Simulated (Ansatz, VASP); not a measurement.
## One calculation of La3Si2F, two programs

INCAR

```
ALGO = Normal
EDIFF = 1E-6
ENCUT = 520
GGA = PE
ISIF = 2
ISMEAR = 0
LASPH = True
LCHARG = False
LREAL = False
LWAVE = False
NBANDS = 33
NELM = 80
PREC = Accurate
SIGMA = 0.1
```

The input KPOINTS:

```
k-points
0
Gamma
  4 4 4
```

The input POSCAR:

```
La3Si2F
1.0
    5.3864633700      0.0000000000      0.0000000000
    0.0000000000      5.3864633700      0.0000000000
    0.0000000000      0.0000000000      4.8551163100
La Si F
3 2 1
Direct
    0.0000000000      0.5000000000      0.5000000000
    0.5000000000      0.0000000000      0.5000000000
    0.5000000000      0.5000000000      0.5000000000
    0.0000000000      0.0000000000      0.2384134600
    0.0000000000      0.0000000000      0.7615865400
    0.5000000000      0.5000000000      0.0000000000
```

Input for Ansatz:

```yaml
crystal:
  lattice:
    - [5.38646337, 0.0, 0.0]
    - [0.0, 5.38646337, 0.0]
    - [0.0, 0.0, 4.85511631]
  atoms:
    - { symbol: La, position: [0.0, 0.5, 0.5] }
    - { symbol: La, position: [0.5, 0.0, 0.5] }
    - { symbol: La, position: [0.5, 0.5, 0.5] }
    - { symbol: Si, position: [0.0, 0.0, 0.23841346] }
    - { symbol: Si, position: [0.0, 0.0, 0.76158654] }
    - { symbol: F, position: [0.5, 0.5, 0.0] }
basis:
  ecutwfc: 420
kpoints:
  mp_grid: { grid: [4, 4, 4] }
hamiltonian:
  xc: pbe
scf:
  occupations: { method: gaussian, width: 0.1 }
  lower_state_search: "off"
output:
  forces: true
  stress: true
  eigenvalues: true
```

Alike in both runs: task single point; functional PBE; k mesh 4 × 4 × 4; occupations gaussian, width 0.1 eV; no spin polarisation.

|  | VASP | Ansatz |
| --- | --- | --- |
| version | VASP 6.6.1 | Ansatz 0.2.0 |
| potentials or method | VASP PAW PBE potentials, release 64 (La, Si, F), cutoff 520 eV | scalar-relativistic, plane waves, PAW |
| valence electrons in the cell | 48 | 48 |

|  | VASP | Ansatz | Ansatz less VASP |
| --- | --- | --- | --- |
| gap on the k mesh at the Fermi level (eV) | none | none | - |
| pressure (GPa) | 15.2 | 15.4 | +0.15 |
| traceless stress, the component that is largest in VASP (GPa) | -13.42 | -13.46 | -0.045 |
| rms of the force components (eV/Å) | 0.170 | 0.169 | -0.0007 |

Atom by atom the forces differ by 0.001 eV/Å (rms over components). A gap of «none» marks a metal or a gap that the smearing closes.

Neither program's run includes spin-orbit coupling.
